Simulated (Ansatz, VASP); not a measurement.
## One calculation of HfO2, two programs

```
CELL_PARAMETERS angstrom
0.00000 2.55750 2.62144
2.55750 0.00000 2.62144
2.55750 2.55750 0.00000
ATOMIC_POSITIONS crystal
Hf 0.00000 0.00000 0.00000
O 0.25000 0.25000 0.25000
O 0.75000 0.75000 0.75000
```

Change from the starting cell: strain +0.000 along x and y, +0.025 along z, atoms carried along.

Alike in both runs: task single point; functional PBE; k mesh 8 × 8 × 8; occupations gaussian, width 0.05 eV; no spin polarisation.

|  | VASP | Ansatz |
| --- | --- | --- |
| version | VASP 6.6.1 | Ansatz 0.2.0 |
| potentials or method | VASP PAW PBE potentials, release 64 (Hf_pv, O), cutoff 520 eV | scalar-relativistic, plane waves, PAW |
| valence electrons in the cell | 22 | 38 |

```csv
,VASP,Ansatz,Ansatz less VASP
gap on the k mesh at the Fermi level (eV),3.51,3.52,+0.014
least direct gap on the mesh (eV),3.55,3.55,-0.001
pressure (GPa),-11.3,-8.0,+3.31
"traceless stress, the component that is largest in VASP (GPa)",-7.25,-7.13,+0.116
```

The functional is the same, so the differences come from potentials, cutoffs and numerics. VASP's potentials hold 22 valence electrons a cell and Ansatz's 38, so a difference there can come from the potentials and not from the codes.

Spin-orbit coupling is off throughout.
